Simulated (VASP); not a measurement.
Crystal: Mg2BeSeO2.

```
CELL_PARAMETERS angstrom
2.50605 -4.17209 0.00000
2.50605 4.17209 0.00000
0.00000 0.00000 4.03707
ATOMIC_POSITIONS crystal
Mg 0.66418 0.33582 0.00000
Mg 0.33582 0.66418 0.00000
Be 0.50000 0.50000 0.50000
Se 0.00000 0.00000 0.00000
O 0.50000 0.00000 0.50000
O 0.00000 0.50000 0.50000
```

| Item | Value |
| --- | --- |
| Program | VASP 6.6.1 |
| Task | relaxation of cell and atoms |
| Functional | PBE |
| Potentials or basis | VASP PAW PBE potentials, release 64 (Mg, Be, Se, O) |
| Cutoff | 600 eV |
| k mesh | 4 × 4 × 4 |
| Occupations | gaussian, width 0.1 eV |
| Spin | collinear spin, ferromagnetic start |
| Starting moments | [0.0, 0.0, 0.0, 0.0, 1.0, 1.0] μB |

At the start: pressure -5.2 GPa; volume 14.07 Å³/atom.

**Question.** How do energy, volume and symmetry change on relaxing?

**Answer.** Over 28 steps the energy falls by 956.4 meV/atom and the volume is 14.74 Å³/atom (+4.8 %); space group Cmmm (No. 65, to 0.05 Å); moment 0.00 μB per cell.

The path:
```
step  energy change (eV)  largest force (eV/Å)  pressure (GPa)  volume (Å³)
   1              0.0000                2.6383           -5.18        84.42
   2             -0.7861                1.4528           -2.25        78.94
   3             -1.0618                0.2833            3.00        74.23
   4             -1.8147                0.2004            4.30        73.55
   5             -3.7866                0.3276           31.25        68.12
   6             -3.8559                0.2807           21.25        69.64
   7             -3.8681                0.3068           27.82        68.61
   8             -4.0569                0.3965           27.36        69.56
   9             -4.3647                0.5822           27.15        72.24
  10             -3.6440                0.6103           28.48        76.86
  11             -4.3890                0.6202           27.36        73.33
  12             -4.8091                0.6234           20.69        76.00
  13             -5.4942                0.5436            5.37        84.39
  14             -5.5624                0.4848            0.87        87.86
  15             -5.5641                0.4742            0.19        88.44
  16             -5.5929                0.4647            0.08        88.39
  17             -5.6473                0.4405           -0.23        88.20
  18             -5.6362                0.4326           -0.66        87.71
  19             -5.6610                0.4585           -0.45        88.02
  20             -5.6612                0.4606           -0.48        88.00
  21             -5.6707                0.4375           -0.19        87.76
  22             -5.6935                0.3542            0.70        87.06
  23             -5.7085                0.1146            2.58        85.66
  24             -5.7163                0.0616            2.19        86.01
  25             -5.7280                0.1146            1.03        87.07
  26             -5.7282                0.1431            0.85        87.22
  27             -5.7332                0.1020            0.58        87.56
  28             -5.7386                0.0078           -0.09        88.43
```

Final structure:
```
CELL_PARAMETERS angstrom
2.65066 -5.80683 0.00000
2.65066 5.80683 0.00000
0.00000 0.00000 2.87257
ATOMIC_POSITIONS crystal
Mg 0.77492 0.22508 0.00000
Mg 0.22508 0.77492 0.00000
Be 0.50000 0.50000 0.50000
Se 0.00000 0.00000 0.00000
O 0.50000 0.00000 0.50000
O 0.00000 0.50000 0.50000
```

Caveat: the k points lie up to 0.55 Å⁻¹ apart in the final cell.
